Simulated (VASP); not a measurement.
# TaNb2O5 (P4/mmm) in VASP: notebook

Runs on TaNb2O5. Level: PBE. Tasks: single point, relaxation of cell and atoms.

Everything below comes from runs of VASP 6.6.1. Logs are shortened: lines on timing, memory, paths and dates and some standing lists are left out, and cuts for length are marked.

## Step 1: The cell of the first run

It takes space group P4/mmm (No. 123, tetragonal). The conventional cell has a = 3.700 Å, b = 3.700 Å, c = 6.303 Å, α = 90.00°, β = 90.00°, γ = 90.00°. Ta (site symmetry 4/mmm) has 8 O at 2.19 Å and 4 Nb at 2.62 Å within 2.9 Å. Nb (site symmetry 4/mmm) has 12 O at 2.62 to 2.71 Å and 2 Ta at 3.15 Å within 3.5 Å. Within 2.9 Å of Nb (site symmetry 4/mmm) lie 8 O at 2.19 Å and 4 Ta at 2.62 Å. O (site symmetry 2mm) has 2 Ta at 2.19 Å and 4 Nb at 2.19 to 2.71 Å and 7 O at 2.34 to 2.71 Å within 2.9 Å. O (site symmetry 4/mmm) has 6 Nb at 2.62 to 3.15 Å and 8 O at 2.71 Å within 3.5 Å.

The cell was built from a structure type or drawn by symmetry, and may not be a known phase.

## Step 2: Single point, PBE

INCAR reads:

```
SYSTEM = TaNb2O5
PREC     = Accurate       ! precision mode
ENCUT    = 600            ! plane-wave cutoff, eV
EDIFF    = 1E-6           ! SCF threshold, eV
ISMEAR   = 0              ! smearing method
SIGMA    = 0.15           ! smearing width, eV
LREAL    = .False.        ! projectors in reciprocal space
LASPH    = .True.         ! aspherical terms in the spheres
NELM     = 120            ! most SCF steps
ALGO     = Normal         ! electronic algorithm
ISIF     = 2              ! what is computed and relaxed
LWAVE    = .False.        ! write WAVECAR
LCHARG   = .False.        ! write CHGCAR
GGA      = PE             ! functional
NBANDS   = 44             ! bands
GGA_COMPAT= .False.
```

KPOINTS reads:

```
Automatic mesh
0
Gamma
  4 4 2
  0 0 0
```

POSCAR reads:

```
TaNb2O5
1.0
    3.6995312430      0.0000000000      0.0000000000
    0.0000000000      3.6995312430      0.0000000000
    0.0000000000      0.0000000000      6.3026901846
Ta Nb O
1 2 5
Direct
    0.0000000000      0.0000000000      0.5000000000
    0.0000000000      0.0000000000      0.0000000000
    0.5000000000      0.5000000000      0.5000000000
    0.0000000000      0.5000000000      0.3142283601
    0.5000000000      0.0000000000      0.6857716399
    0.5000000000      0.0000000000      0.3142283601
    0.0000000000      0.5000000000      0.6857716399
    0.5000000000      0.5000000000      0.0000000000
```

Potentials or basis: VASP PAW PBE potentials, release 64 (Ta_pv, Nb_sv, O).

Command:

```console
cat potpaw_PBE.64/Ta_pv/POTCAR potpaw_PBE.64/Nb_sv/POTCAR potpaw_PBE.64/O/POTCAR > POTCAR
mpirun -np 1 vasp_std > vasp.out
```

OUTCAR:

```text
SYSTEM = TaNb2O5
   PREC = Accurate
   ENCUT = 600
   EDIFF = 1E-6
   ISMEAR = 0
   LREAL = .False.
   LASPH = .True.
   NELM = 120
   ISIF = 2
   GGA = PE

 ion  position               nearest neighbor table
   1  0.000  0.000  0.500-   4 2.19   5 2.19   6 2.19   7 2.19   4 2.19   7 2.19   5 2.19   6 2.19
                             3 2.62   3 2.62   3 2.62   3 2.62   2 3.15   2 3.15
   2  0.000  0.000  0.000-   1 3.15   1 3.15
   3  0.500  0.500  0.500-   4 2.19   5 2.19   6 2.19   7 2.19   5 2.19   6 2.19   4 2.19   7 2.19
                             1 2.62   1 2.62   1 2.62   1 2.62
   4  0.000  0.500  0.314-   1 2.19   3 2.19   1 2.19   3 2.19
   5  0.500  0.000  0.686-   1 2.19   3 2.19   3 2.19   1 2.19
   6  0.500  0.000  0.314-   1 2.19   3 2.19   3 2.19   1 2.19
   7  0.000  0.500  0.686-   1 2.19   3 2.19   1 2.19   3 2.19
   8  0.500  0.500  0.000-

  LATTYP: Found a simple tetragonal cell.
 ALAT       =     3.6995312430
 C/A-ratio  =     1.7036456163

  Lattice vectors:

 A1 = (   3.6995312430,   0.0000000000,   0.0000000000)
 A2 = (   0.0000000000,   3.6995312430,   0.0000000000)
 A3 = (   0.0000000000,   0.0000000000,   6.3026901846)

Analysis of symmetry for initial positions (statically):
=====================================================================
 Subroutine PRICEL returns:
 Original cell was already a primitive cell.

 Routine SETGRP: Setting up the symmetry group for a
 simple tetragonal supercell.

 Subroutine GETGRP returns: Found 16 space group operations
 (whereof 16 operations were pure point group operations)
 out of a pool of 16 trial point group operations.

The static configuration has the point symmetry D_4h.

Analysis of symmetry for dynamics (positions and initial velocities):
=====================================================================
 Subroutine PRICEL returns:
 Original cell was already a primitive cell.

 Routine SETGRP: Setting up the symmetry group for a
 simple tetragonal supercell.

 Subroutine GETGRP returns: Found 16 space group operations
 (whereof 16 operations were pure point group operations)
 out of a pool of 16 trial point group operations.

The dynamic configuration has the point symmetry D_4h.

 Subroutine INISYM returns: Found 16 space group operations
 (whereof 16 operations are pure point group operations),
 and found     1 'primitive' translations

----------------------------------------------------------------------------------------

                                     Primitive cell
[... 97 lines left out ...]
   ISYM   =      2    0-nonsym 1-usesym 2-fastsym
   POTIM  = 0.5000    time-step for ionic-motion
   TEBEG  =    0.0;   TEEND  =   0.0 temperature during run
   PSTRESS=    0.0 pullay stress
   NELECT =      67.0000    total number of electrons
   NUPDOWN=      -1.0000    fix difference up-down
   EMIN   =  10.00;   EMAX   =-10.00  energy-range for DOS
   EFERMI =   0.00;   METHOD = LEGACY
   ISMEAR =     0;   SIGMA  =   0.15  broadening in eV -4-tet -1-fermi 0-gaus
   EFERMI_NEDOS =   21; number of points for ismear=-14 and -15
   IALGO  =     38    algorithm
   IMIX   =      4    mixing-type and parameters
     AMIX     =   0.40;   BMIX     =  1.00
     AMIX_MAG =   1.60;   BMIX_MAG =  1.00
  volume/ion in A,a.u.               =      10.78        72.77
  Fermi-wavevector in a.u.,A,eV,Ry     =   1.504850  2.843755 30.811407  2.264575
  Thomas-Fermi vector in A             =   2.615776
   LORBIT       =      0    0 simple, 1 ext, 2 COOP (PROOUT), +10 PAW based schemes
   GGA     = PE    functional components
   LHFCALC =     F    Hartree Fock is set to
   AEXX    =    0.0000 exact exchange contribution
   IVDW    =     0    specifies the selected vdW correction
   LEPSILON=     F    determine dielectric tensor
   LRPA    =     F    only Hartree local field effects (RPA)
 non-spin polarized calculation
 Gauss-broadening in eV      SIGMA  =   0.15
  energy-cutoff  :      600.00
  volume of cell :       86.26
 maximum number of plane-waves:      2929
 NGX is ok and might be reduce to    30
   NGX = 15   NGY = 15   NGZ = 25

 number of electron      66.9999975 magnetization

 Free energy of the ion-electron system (eV)
  ---------------------------------------------------
  ext. energy  EPLUGINS =         0.00000000
  ---------------------------------------------------
  free energy    TOTEN  =       -68.22212454 eV

  energy without entropy =      -68.14121742  energy(sigma->0) =      -68.18167098

 E-fermi :   9.0538     XC(G=0): -12.4304

 val. band max:        9.0440014962   @ k =   0.2500   0.0000   0.5000
 cond. band min:       9.1003743568   @ k =   0.5000   0.0000   0.0000
 fundamental gap:      0.0563728605
 Fermi energy:         9.0538445267

 k-point     1 :       0.0000    0.0000    0.0000
  band No.  band energies     occupation
      1     -48.0780      2.00000
      2     -47.2721      2.00000
      3     -27.1086      2.00000
      4     -27.1086      2.00000
      5     -26.9261      2.00000
      6     -23.9852      2.00000
[... 553 lines left out ...]
     43      12.7946      0.00000
     44      13.2433      0.00000

------------------------ aborting loop because EDIFF is reached ----------------------------------------

  FORCE on cell =-STRESS in cart. coord.  units (eV):
  Direction    XX          YY          ZZ          XY          YZ          ZX
  --------------------------------------------------------------------------------------
  -------------------------------------------------------------------------------------
  Total        0.2617710      0.2617710     -0.0452985      0.0000000      0.0000000      0.0000000
  in kB        4.8619750      4.8619750     -0.8413465      0.0000000      0.0000000      0.0000000
  external PRESSURE =       2.9608678 kB  Pullay stress =       0.0000000 kB

 VOLUME and BASIS-vectors are now :
 -----------------------------------------------------------------------------
  energy-cutoff  :      600.00
  volume of cell :       86.26
      direct lattice vectors                 reciprocal lattice vectors
     3.699531243  0.000000000  0.000000000     0.270304515  0.000000000  0.000000000
     0.000000000  3.699531243  0.000000000     0.000000000  0.270304515  0.000000000
     0.000000000  0.000000000  6.302690185     0.000000000  0.000000000  0.158662408

 POSITION                                       TOTAL-FORCE (eV/Angst)
 -----------------------------------------------------------------------------------
      0.00000      0.00000      3.15135        -0.000000      0.000000      0.000000
      0.00000      0.00000      0.00000        -0.000000      0.000000      0.000000
      1.84977      1.84977      3.15135        -0.000000      0.000000      0.000000
      0.00000      1.84977      1.98048         0.000000      0.000000     -0.045825
      1.84977      0.00000      4.32221        -0.000000     -0.000000      0.045825
      1.84977      0.00000      1.98048        -0.000000     -0.000000     -0.045825
      0.00000      1.84977      4.32221         0.000000      0.000000      0.045825
      1.84977      1.84977      0.00000        -0.000000      0.000000      0.000000
 -----------------------------------------------------------------------------------
    total drift:                                0.000000      0.000000     -0.000000

  FREE ENERGIE OF THE ION-ELECTRON SYSTEM (eV)
  ---------------------------------------------------
  free  energy   TOTEN  =       -68.2221245413 eV

  energy  without entropy=      -68.1412174249  energy(sigma->0) =      -68.18167098
```

Run time: 50 s. Hardware: 1 thread of AMD EPYC 9R45 (Zen 5), shared host; peak memory 0.2 GiB.

What came out:

```
Free energy            : -68.2221 eV
Pressure               : 0.3 GPa
Largest force          : 0.046 eV/Å
Band gap on the k mesh : zero (an odd number of electrons rules out a gap without spin polarisation)
```

Forces on the atoms (eV/Å):
```
Ta   0.000  0.000  0.000
Nb   0.000  0.000  0.000
Nb   0.000  0.000  0.000
O    0.000  0.000 -0.046
O    0.000  0.000  0.046
O    0.000  0.000 -0.046
O    0.000  0.000  0.046
O    0.000  0.000  0.000
```

Stress tensor (GPa, compression positive):
```
 0.49  0.00  0.00
 0.00  0.49  0.00
 0.00  0.00 -0.08
```

Levels at points of the mesh, in eV from the Fermi level:
```tsv
k point	band 31	band 32	band 33	band 34	band 35	band 36
(0.00, 0.00, 0.00)	-2.34	-1.83	-1.25	-1.17	0.09	0.11
(0.50, 0.00, 0.00)	-1.29	-1.26	0.05	0.08	0.24	0.34
(0.50, 0.50, 0.00)	-2.59	-2.39	-1.49	0.10	0.10	0.29
(0.00, 0.00, 0.50)	-2.48	-1.92	-0.88	-0.24	0.08	0.40
(0.50, 0.00, 0.50)	-2.06	-0.47	-0.12	-0.02	0.46	0.61
(0.50, 0.50, 0.50)	-2.34	-2.34	-0.72	0.17	0.29	0.43
```

Caveat: the k points lie up to 0.50 Å⁻¹ apart, too coarse for converged energies and pressures of a metal; spin-orbit coupling is left out, which moves the levels of the heavy elements; an odd number of electrons without spin polarisation forces a metal; a magnetic or distorted state may lie lower.

## Step 3: Relaxation of cell and atoms, PBE

This run uses another cell than the first one, of 11.68 Å³/atom.

INCAR reads:

```
SYSTEM = TaNb2O5
PREC = Accurate
ENCUT = 600
EDIFF = 1E-7
ISMEAR = 0
SIGMA = 0.15
LREAL = .False.
LASPH = .True.
NELM = 120
ALGO = Normal
ISIF = 3
LWAVE = .False.
LCHARG = .False.
GGA = PE
IBRION = 2
NSW = 36
EDIFFG = -0.08
GGA_COMPAT = .False.
NELMIN = 4
```

KPOINTS reads:

```
Automatic mesh
0
Gamma
  3 3 3
  0 0 0
```

POSCAR reads:

```
TaNb2O5
1.0
    4.3581464700      0.0000000000      0.0000000000
    0.0000000000      4.3581464700      0.0000000000
    0.0000000000      0.0000000000      4.9201919000
Ta Nb O
1 2 5
Direct
    0.0000000000      0.0000000000      0.0000000000
    0.5000000000      0.5000000000      0.5000000000
    0.0000000000      0.0000000000      0.5000000000
    0.0000000000      0.5000000000      0.2670221900
    0.5000000000      0.0000000000      0.2670221900
    0.0000000000      0.5000000000      0.7329778100
    0.5000000000      0.0000000000      0.7329778100
    0.5000000000      0.5000000000      0.0000000000
```

Potentials or basis: VASP PAW PBE potentials, release 64 (Ta_pv, Nb_sv, O).

Command:

```console
cat potpaw_PBE.64/Ta_pv/POTCAR potpaw_PBE.64/Nb_sv/POTCAR potpaw_PBE.64/O/POTCAR > POTCAR
mpirun -np 1 vasp_std > vasp.out
```

Wall time 2.9 min (1 thread of AMD EPYC 9R45 (Zen 5), shared host); peak memory 0.21 GiB.

It converged, with:

| Quantity | Value |
| --- | --- |
| Free energy | -68.4161 eV |
| Relaxed volume | 10.05 Å³/atom |
| Relaxed cell | a = 3.737 Å, b = 3.737 Å, c = 5.759 Å, α = 90.00°, β = 90.00°, γ = 90.00° |
| Space group after relaxing (to 0.1 Å) | P4/mmm (No. 123) |
| Energy gained by relaxing | 627.9 meV/atom |
| Ionic steps | 9 |
| Pressure after relaxing | -0.3 GPa |
| Largest force after relaxing | 0.009 eV/Å |
| Band gap on the k mesh | zero (an odd number of electrons rules out a gap without spin polarisation) |

Forces in eV/Å, atoms in the order of the input:
```
Ta   0.000  0.000  0.000
Nb   0.000  0.000  0.000
Nb   0.000  0.000  0.000
O    0.000  0.000 -0.009
O    0.000  0.000 -0.009
O    0.000  0.000  0.009
O    0.000  0.000  0.009
O    0.000  0.000  0.000
```

Stress tensor (GPa, compression positive):
```
-0.92  0.00  0.00
 0.00 -0.92  0.00
 0.00  0.00  0.90
```

The path:
| step | energy change (eV) | largest force (eV/Å) | pressure (GPa) | volume (Å³) |
| --- | --- | --- | --- | --- |
| 1 | 0.0000 | 0.2627 | -24.48 | 93.45 |
| 2 | -3.7035 | 0.6012 | 35.14 | 70.23 |
| 3 | -4.0339 | 0.6298 | 15.87 | 74.18 |
| 4 | -4.7422 | 1.3911 | -3.00 | 79.31 |
| 5 | -4.7466 | 1.3168 | -1.69 | 78.82 |
| 6 | -4.9776 | 0.4232 | 1.99 | 78.85 |
| 7 | -5.0027 | 0.0222 | 4.03 | 78.86 |
| 8 | -5.0085 | 0.0114 | -3.78 | 81.80 |
| 9 | -5.0230 | 0.0094 | -0.32 | 80.43 |

Final structure:
```
Ta Nb O
1.0
     3.73697    0.00000    0.00000
     0.00000    3.73697    0.00000
     0.00000    0.00000    5.75926
Ta Nb O
1 2 5
Direct
  0.00000 0.00000 0.00000
  0.50000 0.50000 0.50000
  0.00000 0.00000 0.50000
  0.00000 0.50000 0.29377
  0.50000 0.00000 0.29377
  0.00000 0.50000 0.70623
  0.50000 0.00000 0.70623
  0.50000 0.50000 0.00000
```

Levels at points of the mesh, in eV from the Fermi level:
```csv
k point,band 29,band 30,band 31,band 32,band 33,band 34,band 35,band 36,band 37,band 38
"(0.00, 0.00, 0.00)",-3.88,-3.20,-2.29,-2.29,-1.50,-0.71,-0.34,-0.13,0.41,0.41
```

Caveat: the k points lie up to 0.56 Å⁻¹ apart in the final cell, too coarse for converged energies and pressures of a metal; a cell axis changed by over 15 % at a fixed basis, so the end point is rough; spin-orbit coupling is left out, which moves the levels of the heavy elements; an odd number of electrons without spin polarisation forces a metal; a magnetic or distorted state may lie lower.

## Step 4: Relaxation of cell and atoms, PBE

This run uses another cell than the first one, of 11.74 Å³/atom.

INCAR reads:

```
PREC = Accurate
ENCUT = 600
EDIFF = 1E-7
ISMEAR = 0
SIGMA = 0.15
LREAL = False
LASPH = True
NELM = 120
ALGO = Normal
ISIF = 3
LWAVE = False
LCHARG = False
GGA = PE
IBRION = 2
NSW = 36
EDIFFG = -0.08
GGA_COMPAT = False
NELMIN = 4
```

KPOINTS reads:

```
regular mesh
0
Gamma
  3 3 2
```

POSCAR reads:

```
TaNb2O5
1.0
    3.7009991800      0.0000000000      0.0000000000
    0.0000000000      3.7009991800      0.0000000000
    0.0000000000      0.0000000000      6.8548224200
Ta Nb O
1 2 5
Direct
    0.5000000000      0.5000000000      0.0000000000
    0.0000000000      0.0000000000      0.2407703000
    0.0000000000      0.0000000000      0.7592297000
    0.0000000000      0.0000000000      0.0000000000
    0.0000000000      0.5000000000      0.7402576600
    0.5000000000      0.0000000000      0.7402576600
    0.0000000000      0.5000000000      0.2597423400
    0.5000000000      0.0000000000      0.2597423400
```

Command:

```console
cat potpaw_PBE.64/Ta_pv/POTCAR potpaw_PBE.64/Nb_sv/POTCAR potpaw_PBE.64/O/POTCAR > POTCAR
mpirun -np 1 vasp_std > vasp.out
```

Run time: 6.2 min. Hardware: 1 thread of AMD EPYC 9R45 (Zen 5), shared host; peak memory 0.21 GiB.

Results (log left out):

- Free energy: -68.5709 eV
- Relaxed volume: 13.97 Å³/atom
- Relaxed cell: a = 3.943 Å, b = 3.943 Å, c = 7.187 Å, α = 90.00°, β = 90.00°, γ = 90.00°
- Space group after relaxing (to 0.1 Å): P4/mmm (No. 123)
- Pressure after relaxing: -0.1 GPa
- Largest force after relaxing: 0.021 eV/Å
- Band gap on the k mesh: zero (an odd number of electrons rules out a gap without spin polarisation)

Forces on the atoms (eV/Å):
```
Ta   0.000  0.000  0.000
Nb   0.000  0.000 -0.011
Nb   0.000  0.000  0.011
O    0.000  0.000  0.000
O    0.000  0.000  0.021
O    0.000  0.000  0.021
O    0.000  0.000 -0.021
O    0.000  0.000 -0.021
```

Stress tensor (GPa, compression positive):
```
-0.25  0.00  0.00
 0.00 -0.25  0.00
 0.00  0.00  0.19
```

Final structure:
```yaml
crystal:
  lattice:
    - [3.94340, 0.00000, 0.00000]
    - [0.00000, 3.94340, 0.00000]
    - [0.00000, 0.00000, 7.18692]
  atoms:
    - { symbol: Ta, position: [0.50000, 0.50000, 0.00000] }
    - { symbol: Nb, position: [0.00000, 0.00000, 0.27174] }
    - { symbol: Nb, position: [0.00000, 0.00000, 0.72826] }
    - { symbol: O, position: [0.00000, 0.00000, 0.00000] }
    - { symbol: O, position: [0.00000, 0.50000, 0.74008] }
    - { symbol: O, position: [0.50000, 0.00000, 0.74008] }
    - { symbol: O, position: [0.00000, 0.50000, 0.25992] }
    - { symbol: O, position: [0.50000, 0.00000, 0.25992] }
```

Levels at points of the mesh, in eV from the Fermi level:
| k point | band 30 | band 31 | band 32 | band 33 | band 34 | band 35 | band 36 | band 37 |
| --- | --- | --- | --- | --- | --- | --- | --- | --- |
| (0.00, 0.00, 0.00) | -3.83 | -3.83 | -1.36 | -1.35 | -0.80 | -0.42 | -0.42 | -0.39 |
| (0.00, 0.00, 0.50) | -3.81 | -3.81 | -1.32 | -1.11 | -1.11 | -0.81 | -0.48 | -0.04 |

Caveat: the k points lie up to 0.53 Å⁻¹ apart in the final cell, too coarse for converged energies and pressures of a metal; the volume moved by over 15 % at a fixed basis, so the end points are rough; spin-orbit coupling is left out, which moves the levels of the heavy elements; an odd number of electrons without spin polarisation forces a metal; a magnetic or distorted state may lie lower.

## Step 5: Summary

| task | cell | k mesh | gap on the mesh (eV) | pressure (GPa) | relaxed volume (Å³/atom) | largest force (eV/Å) |
| --- | --- | --- | --- | --- | --- | --- |
| single point | a = 3.700, b = 3.700, c = 6.303 Å, 8 atoms, atomic positions A | 4 × 4 × 2 | none | 0.3 | - | 0.05 |
| relaxation of cell and atoms | relaxed from a = 4.358, b = 4.358, c = 4.920 Å, 8 atoms, atomic positions B | 3 × 3 × 3 | none | -0.3 | 10.05 | 0.01 |
| relaxation of cell and atoms | relaxed from a = 3.701, b = 3.701, c = 6.855 Å, 8 atoms, atomic positions C | 3 × 3 × 2 | none | -0.1 | 13.97 | 0.02 |

Alike in all rows: level PBE; potentials or basis VASP PAW PBE potentials, release 64 (Ta_pv, Nb_sv, O); no spin polarisation; cutoff (eV) 600; smearing gaussian 0.15 eV.

Caveats: all runs use coarse meshes; spin-orbit coupling is left out, which moves the levels of the heavy elements; an odd number of electrons without spin polarisation forces a metal; a magnetic or distorted state may lie lower; a cell axis changed by over 15 % at a fixed basis, so the end point is rough (at least some runs); the volume moved by over 15 % at a fixed basis, so the end points are rough (at least some runs).

Absolute energies hang on the potentials; compare differences alone.
